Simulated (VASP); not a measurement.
A run of VASP 6.6.1:

The input INCAR:

```
PREC = Accurate
ENCUT = 600
EDIFF = 1E-7
ISMEAR = 1
SIGMA = 0.1
LREAL = False
LASPH = True
NELM = 100
ALGO = Normal
ISIF = 3
LWAVE = False
LCHARG = False
GGA = CA
IBRION = 2
NSW = 80
EDIFFG = -0.02
```

The input KPOINTS:

```
Automatic mesh
0
Gamma
  10 10 5
```

The input POSCAR:

```
Cd
1.0
    2.9788700000      0.0000000000      0.0000000000
   -1.4894350000      2.5797770000      0.0000000000
    0.0000000000      0.0000000000      5.6176500000
Cd
2
Direct
    0.3333333333      0.6666666667      0.2500000000
    0.6666666667      0.3333333333      0.7500000000
```

Potentials or basis: VASP PAW LDA potentials, release 64 (Cd).

Launch:

```console
$ cat potpaw_LDA.64/Cd/POTCAR > POTCAR
$ mpirun -np 1 vasp_std > vasp.out
```

Hardware: 1 thread of Intel(R) Xeon(R) 6975P-C (Granite Rapids) (shared host).

**Question.** Estimate the wall time of this run.

**Answer.** Run time: 36 s on 1 thread of Intel(R) Xeon(R) 6975P-C (Granite Rapids), on a shared host, peak memory 0.17 GiB. Counts: scf iterations 41, k points 42, ion steps 5.
